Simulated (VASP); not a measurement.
# W (Im-3m) in VASP: further runs, part 2 of 2

VASP 6.6.1. The steps go on from the part before.

### 4 Single point, PBE

This run uses another cell than the first one, of 15.82 Å³/atom.

File INCAR:

```
PREC = Accurate
ENCUT = 520
EDIFF = 1E-6
ISMEAR = -1
SIGMA = 0.06122561905347299
LREAL = False
LASPH = True
NELM = 80
ALGO = Normal
ISIF = 2
LWAVE = False
LCHARG = False
GGA = PE
NBANDS = 13
```

File KPOINTS:

```
Automatic mesh
0
Gamma
  24 24 24
```

File POSCAR:

```
W
1.0
   -1.5815551870      1.5815551870      1.5815551870
    1.5815551870     -1.5815551870      1.5815551870
    1.5815551870      1.5815551870     -1.5815551870
W
1
Direct
    0.0000000000      0.0000000000      0.0000000000
```

Command:

```bash
$ cat potpaw_PBE.64/W_sv/POTCAR > POTCAR
$ mpirun -np 1 vasp_std > vasp.out
```

Run time: 50 s. Hardware: 1 thread of Intel Xeon 8259CL, shared host; peak memory 0.19 GiB.

It converged, with:

```
Free energy            : -12.9514 eV
Pressure               : 6.7 GPa
Band gap on the k mesh : zero (bands 7 and 8 overlap by 6.41 eV)
```

Levels at points of the mesh, in eV from the Fermi level:
| k point | band 4 | band 5 | band 6 | band 7 | band 8 | band 9 | band 10 | band 11 |
| --- | --- | --- | --- | --- | --- | --- | --- | --- |
| (0.00, 0.00, 0.00) | -37.78 | -9.69 | -1.27 | -1.27 | -1.27 | 2.23 | 2.23 | 14.48 |
| (0.50, 0.00, 0.00) | -37.79 | -6.33 | -3.62 | 0.65 | 2.12 | 3.10 | 6.13 | 11.07 |
| (0.50, 0.50, 0.50) | -38.69 | -5.89 | -5.89 | 5.14 | 5.14 | 5.14 | 8.22 | 8.22 |

Caveat: the cell stands under pressure; spin-orbit coupling is left out, which moves the levels of the heavy elements.

### 5 Single point, PBE

This run uses another cell than the first one, of 16.15 Å³/atom.

File INCAR:

```
SYSTEM = W
ALGO = Normal
EDIFF = 1E-7
ENCUT = 520
GGA = PE
ISIF = 2
ISMEAR = -1
LASPH = .True.
LCHARG = .True.
LELF = .True.
LREAL = .False.
LVHAR = .True.
LWAVE = .False.
NBANDS = 13
NELM = 60
PREC = Accurate
SIGMA = 0.06122561905347299
```

File KPOINTS:

```
k-points
0
Gamma
  24 24 24
  0 0 0
```

File POSCAR:

```
W
1.0
   -1.5922416948      1.5922416948      1.5922416948
    1.5922416948     -1.5922416948      1.5922416948
    1.5922416948      1.5922416948     -1.5922416948
W
1
Direct
    0.0000000000      0.0000000000      0.0000000000
```

Potentials or basis: VASP PAW PBE potentials, release 64 (W_sv).

Command:

```bash
$ cat potpaw_PBE.64/W_sv/POTCAR > POTCAR
$ mpirun -np 1 vasp_std > vasp.out
```

OUTCAR:

```text
SYSTEM = W
   EDIFF = 1E-7
   ENCUT = 520
   GGA = PE
   ISIF = 2
   ISMEAR = -1
   LASPH = .True.
   LREAL = .False.
   NELM = 60
   PREC = Accurate

 ion  position               nearest neighbor table
   1  0.000  0.000  0.000-

  LATTYP: Found a body centered cubic cell.
 ALAT       =     3.1844833896

  Lattice vectors:

 A1 = (  -1.5922416948,   1.5922416948,   1.5922416948)
 A2 = (   1.5922416948,  -1.5922416948,   1.5922416948)
 A3 = (   1.5922416948,   1.5922416948,  -1.5922416948)

Analysis of symmetry for initial positions (statically):
=====================================================================
 Subroutine PRICEL returns:
 Original cell was already a primitive cell.

 Routine SETGRP: Setting up the symmetry group for a
 body centered cubic supercell.

 Subroutine GETGRP returns: Found 48 space group operations
 (whereof 48 operations were pure point group operations)
 out of a pool of 48 trial point group operations.

The static configuration has the point symmetry O_h .

Analysis of symmetry for dynamics (positions and initial velocities):
=====================================================================
 Subroutine PRICEL returns:
 Original cell was already a primitive cell.

 Routine SETGRP: Setting up the symmetry group for a
 body centered cubic supercell.

 Subroutine GETGRP returns: Found 48 space group operations
 (whereof 48 operations were pure point group operations)
 out of a pool of 48 trial point group operations.

The dynamic configuration has the point symmetry O_h .

 Subroutine INISYM returns: Found 48 space group operations
 (whereof 48 operations are pure point group operations),
 and found     1 'primitive' translations

----------------------------------------------------------------------------------------

                                     Primitive cell
[... 114 lines left out ...]
   GGA     = PE    functional components
   LHFCALC =     F    Hartree Fock is set to
   AEXX    =    0.0000 exact exchange contribution
   IVDW    =     0    specifies the selected vdW correction
   LEPSILON=     F    determine dielectric tensor
   LRPA    =     F    only Hartree local field effects (RPA)
 non-spin polarized calculation
  energy-cutoff  :      520.00
  volume of cell :       16.15
 maximum number of plane-waves:       466
 NGX is ok and might be reduce to    24
   NGX = 11   NGY = 11   NGZ = 11

 number of electron      14.0000002 magnetization

 Free energy of the ion-electron system (eV)
  ---------------------------------------------------
  ext. energy  EPLUGINS =         0.00000000
  ---------------------------------------------------
  free energy    TOTEN  =       -12.95858281 eV

  energy without entropy =      -12.95360809  energy(sigma->0) =      -12.95609545

 E-fermi :  11.2086     XC(G=0): -13.5370

 val. band max:       11.2071099502   @ k =   0.5000   0.5000   0.2083
 cond. band min:      11.2134600400   @ k =  -0.4583   0.4583   0.0417
 fundamental gap:      0.0063500898
 Fermi energy:        11.2085671238

 k-point     1 :       0.0000    0.0000    0.0000
  band No.  band energies     occupation
      1     -63.0323      2.00000
      2     -26.6205      2.00000
      3     -26.6205      2.00000
      4     -26.6205      2.00000
      5       1.6436      2.00000
      6       9.9785      2.00000
      7       9.9785      2.00000
      8       9.9785      2.00000
      9      13.3952      0.00000
     10      13.3952      0.00000
     11      25.6534      0.00000
     12      25.6534      0.00000
     13      25.6534      0.00000
[... 354 lines left out ...]
  band No.  band energies     occupation
      1     -62.9087      2.00000
      2     -27.8204      2.00000
      3     -27.0205      2.00000
      4     -26.6355      2.00000
      5       5.0834      2.00000
      6       7.7207      2.00000
      7      11.5612      0.00629
      8      13.2624      0.00000
      9      14.3165      0.00000
     10      17.1953      0.00000
     11      21.9339      0.00000
     12      22.7767      0.00000
     13      27.7706      0.00000

 [... further k-points ...]

------------------------ aborting loop because EDIFF is reached ----------------------------------------

  FORCE on cell =-STRESS in cart. coord.  units (eV):
  Direction    XX          YY          ZZ          XY          YZ          ZX
  --------------------------------------------------------------------------------------
  -------------------------------------------------------------------------------------
  Total        0.0285608      0.0285608      0.0285608     -0.0000000      0.0000000      0.0000000
  in kB        2.8339665      2.8339665      2.8339665     -0.0000000      0.0000000      0.0000000
  external PRESSURE =       2.8339665 kB  Pullay stress =       0.0000000 kB

 VOLUME and BASIS-vectors are now :
 -----------------------------------------------------------------------------
  energy-cutoff  :      520.00
  volume of cell :       16.15
      direct lattice vectors                 reciprocal lattice vectors
    -1.592241695  1.592241695  1.592241695     0.000000000  0.314022677  0.314022677
     1.592241695 -1.592241695  1.592241695     0.314022677  0.000000000  0.314022677
     1.592241695  1.592241695 -1.592241695     0.314022677  0.314022677  0.000000000

 POSITION                                       TOTAL-FORCE (eV/Angst)
 -----------------------------------------------------------------------------------
      0.00000      0.00000      0.00000         0.000000      0.000000     -0.000000
 -----------------------------------------------------------------------------------
    total drift:                                0.000000     -0.000000     -0.000000

  FREE ENERGIE OF THE ION-ELECTRON SYSTEM (eV)
  ---------------------------------------------------
  free  energy   TOTEN  =       -12.9585828106 eV

  energy  without entropy=      -12.9536080940  energy(sigma->0) =      -12.95609545
```

It took 71 s on 1 thread of Intel Xeon 8259CL, shared host; peak memory 0.21 GiB.

What came out:

- Free energy: -12.9586 eV
- Pressure: 0.3 GPa
- Band gap on the k mesh: zero (bands 7 and 8 overlap by 6.23 eV)

Levels at points of the mesh, in eV from the Fermi level:
| k point | band 5 | band 6 | band 7 | band 8 | band 9 | band 10 |
| --- | --- | --- | --- | --- | --- | --- |
| (0.00, 0.00, 0.00) | -9.56 | -1.23 | -1.23 | -1.23 | 2.19 | 2.19 |
| (0.50, 0.00, 0.00) | -6.19 | -3.51 | 0.59 | 2.07 | 3.03 | 5.95 |
| (0.50, 0.50, 0.50) | -5.72 | -5.72 | 5.00 | 5.00 | 5.00 | 8.07 |

Caveat: spin-orbit coupling is left out, which moves the levels of the heavy elements.

### 6 Single point, PBE

This run uses another cell than the first one, of 16.47 Å³/atom.

File INCAR:

```
PREC     = Accurate       # precision mode
ENCUT    = 520            # plane-wave cutoff, eV
EDIFF    = 1E-6           # SCF threshold, eV
ISMEAR   = -1             # smearing method
SIGMA    = 0.06122561905347299 # smearing width, eV
LREAL    = F              # projectors in reciprocal space
LASPH    = T              # aspherical terms in the spheres
NELM     = 80             # most SCF steps
ALGO     = Normal         # electronic algorithm
ISIF     = 2              # what is computed and relaxed
LWAVE    = F              # write WAVECAR
LCHARG   = F              # write CHGCAR
GGA      = PE             # functional
NBANDS   = 13             # bands
```

File KPOINTS:

```
regular mesh
0
Gamma
  24 24 24
```

File POSCAR:

```
W
1.0
   -1.6027866491      1.6027866491      1.6027866491
    1.6027866491     -1.6027866491      1.6027866491
    1.6027866491      1.6027866491     -1.6027866491
W
1
Direct
    0.0000000000      0.0000000000      0.0000000000
```

Potentials or basis: VASP PAW PBE potentials, release 64 (W_sv).

Command:

```bash
$ cat potpaw_PBE.64/W_sv/POTCAR > POTCAR
$ mpirun -np 1 vasp_std > vasp.out
```

It took 69 s on 1 thread of Intel Xeon 8259CL, shared host; peak memory 0.21 GiB.

It converged, with:

| Property | Result |
| --- | --- |
| Free energy | -12.9534 eV |
| Pressure | -5.5 GPa |
| Band gap on the k mesh | zero (bands 7 and 8 overlap by 6.06 eV) |

Levels at points of the mesh, in eV from the Fermi level:
```tsv
k point	band 5	band 6	band 7	band 8	band 9	band 10
(0.00, 0.00, 0.00)	-9.45	-1.19	-1.19	-1.19	2.14	2.14
(0.50, 0.00, 0.00)	-6.06	-3.41	0.53	2.02	2.95	5.79
(0.50, 0.50, 0.50)	-5.56	-5.56	4.87	4.87	4.87	7.92
```

Caveat: the cell stands under tension; spin-orbit coupling is left out, which moves the levels of the heavy elements.

### 7 The runs side by side

```tsv
cell	gap on the mesh (eV)	pressure (GPa)
a = 2.721 Å, angles 109.5°, 1 atom	none	13.9
a = 2.739 Å, angles 109.5°, 1 atom	none	6.7
a = 2.758 Å, angles 109.5°, 1 atom	none	0.3
a = 2.776 Å, angles 109.5°, 1 atom	none	-5.5
```

Alike in all rows: task single point; level PBE; potentials or basis VASP PAW PBE potentials, release 64 (W_sv); no spin polarisation; k mesh 24 × 24 × 24; cutoff (eV) 520; smearing fermi-dirac 0.0612256 eV.

Caveats: spin-orbit coupling is left out, which moves the levels of the heavy elements; the cell stands under pressure (at least some runs); the cell stands under tension (at least some runs).

Absolute energies hang on the potentials; compare differences alone.
